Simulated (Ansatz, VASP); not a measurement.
**HfPt2 in VASP and in Ansatz**

Contents of INCAR:

```
SYSTEM = HfPt2
ALGO = Normal
EDIFF = 1E-7
EDIFFG = -0.01
ENCUT = 600
GGA = PE
IBRION = 2
ISIF = 3
ISMEAR = 0
LASPH = .TRUE.
LCHARG = .FALSE.
LREAL = .FALSE.
LWAVE = .FALSE.
NELM = 100
NSW = 100
PREC = Accurate
SIGMA = 0.1
```

KPOINTS

```
k-points
0
G
  6 6 8
  0 0 0
```

POSCAR

```
HfPt2
1.0
    5.5520239703      0.0000000000      0.0000000000
    0.0000000000      5.5520239703      0.0000000000
    0.0000000000      0.0000000000      4.6069720229
Hf Pt
2 4
Direct
    0.0000000000      0.0000000000      0.0000000000
    0.5000000000      0.5000000000      0.5000000000
    0.3261487254      0.3261487254      0.0000000000
    0.1738512746      0.8261487254      0.5000000000
    0.6738512746      0.6738512746      0.0000000000
    0.8261487254      0.1738512746      0.5000000000
```

Input for Ansatz:

```yaml
crystal:
  lattice:
    - [5.5520239703, 0.0, 0.0]
    - [0.0, 5.5520239703, 0.0]
    - [0.0, 0.0, 4.6069720229]
  atoms:
    - { symbol: Hf, position: [0.0, 0.0, 0.0] }
    - { symbol: Hf, position: [0.5, 0.5, 0.5] }
    - { symbol: Pt, position: [0.3261487254, 0.3261487254, 0.0] }
    - { symbol: Pt, position: [0.1738512746, 0.8261487254, 0.5] }
    - { symbol: Pt, position: [0.6738512746, 0.6738512746, 0.0] }
    - { symbol: Pt, position: [0.8261487254, 0.1738512746, 0.5] }
basis:
  ecutwfc: 420
kpoints:
  mp_grid: { grid: [6, 6, 8] }
hamiltonian:
  xc: pbe
scf:
  occupations: { method: gaussian, width: 0.1 }
output:
  forces: true
  stress: true
  eigenvalues: true
relax:
  adjacent_minimum: "off"
  f_tol: 0.01
  max_steps: 80
  cell: { stress_tol: 0.05 }
```

Alike in both runs: task relaxation of cell and atoms; functional PBE; k mesh 6 × 6 × 8; occupations gaussian, width 0.1 eV; no spin polarisation.

```csv
,VASP,Ansatz
version,VASP 6.6.1,Ansatz 0.2.0
potentials or method,"VASP PAW PBE potentials, release 64 (Hf_pv, Pt), cutoff 600 eV","scalar-relativistic, plane waves, PAW"
valence electrons in the cell,60,124
```

|  | VASP | Ansatz | Ansatz less VASP |
| --- | --- | --- | --- |
| gap on the k mesh at the Fermi level, each at its own relaxed structure (eV) | none | none | - |
| relaxed volume (Å³/atom) | 23.65 | 23.80 | +0.152 |
| relaxed cell length with the largest relative difference (Å) | 4.547 | 4.565 | +0.0177 |

A gap of «none» marks a metal or a gap that the smearing closes. VASP's potentials hold 60 valence electrons a cell and Ansatz's 124, so a difference there can come from the potentials and not from the codes.

Spin-orbit coupling is off throughout.
